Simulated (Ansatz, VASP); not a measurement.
# Two plane-wave programs on Al3Si2F

```
CELL_PARAMETERS angstrom
3.10877 0.00000 0.00000
0.00000 4.25117 0.00000
0.00000 0.00000 7.22118
ATOMIC_POSITIONS crystal
Al 0.50000 0.00000 0.88664
Al 0.50000 0.00000 0.26444
Al 0.50000 0.50000 0.57538
Si 0.00000 0.50000 0.91518
Si 0.00000 0.00000 0.55616
F 0.50000 0.50000 0.30220
```

Change from the starting cell: species swapped into the Nd2Al3Ga type (Pmm2, No. 25).

Alike in both runs: functional PBE; k mesh 4 × 3 × 2; occupations gaussian, width 0.15 eV; no spin polarisation.

Ansatz relaxed the structure, and its values are those at the end. VASP's run is a single point on that final structure, the one shown.

|  | VASP | Ansatz |
| --- | --- | --- |
| version | VASP 6.6.1 | Ansatz 0.2.0 |
| potentials or method | VASP PAW PBE potentials, release 64 (Al, Si, F), cutoff 520 eV | scalar-relativistic, plane waves, PAW |
| valence electrons in the cell | 24 | 24 |

|  | VASP | Ansatz | Ansatz less VASP |
| --- | --- | --- | --- |
| gap on the k mesh at the Fermi level (eV) | none | none | - |
| pressure (GPa) | 0.0 | 0.0 | +0.06 |
| rms of the force components (eV/Å) | 0.012 | 0.008 | -0.0044 |

A gap of «none» marks a metal or a gap that the smearing closes.

The k mesh is coarse, so the values compare programs but aren't converged.
